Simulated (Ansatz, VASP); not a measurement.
# SnSe4: VASP beside Ansatz

```
CELL_PARAMETERS angstrom
-3.25136 3.25136 3.25136
3.25136 -3.25136 3.25136
3.25136 3.25136 -3.25136
ATOMIC_POSITIONS crystal
Sn 0.00000 0.00000 0.00000
Se 0.00000 0.00000 0.50000
Se 0.50000 0.00000 0.00000
Se 0.00000 0.50000 0.00000
Se 0.50000 0.50000 0.50000
```

Change from the starting cell: species swapped into the Hg4Pt type (Im-3m, No. 229).

Alike in both runs: functional PBE; k mesh 8 × 8 × 8; occupations gaussian, width 0.1 eV; no spin polarisation.

Ansatz relaxed the structure, and its values are those at the end. VASP's run is a single point on that final structure, the one shown.

```csv
,VASP,Ansatz
version,VASP 6.6.1,Ansatz 0.2.0
potentials or method,"VASP PAW PBE potentials, release 64 (Sn_d, Se), cutoff 520 eV","scalar-relativistic, plane waves, PAW"
valence electrons in the cell,38,78
```

|  | VASP | Ansatz | Ansatz less VASP |
| --- | --- | --- | --- |
| gap on the k mesh at the Fermi level (eV) | none | none | - |
| pressure (GPa) | 0.0 | 0.0 | 0.00 |

A gap of «none» marks a metal or a gap that the smearing closes. VASP's potentials hold 38 valence electrons a cell and Ansatz's 78, so a difference there can come from the potentials and not from the codes.
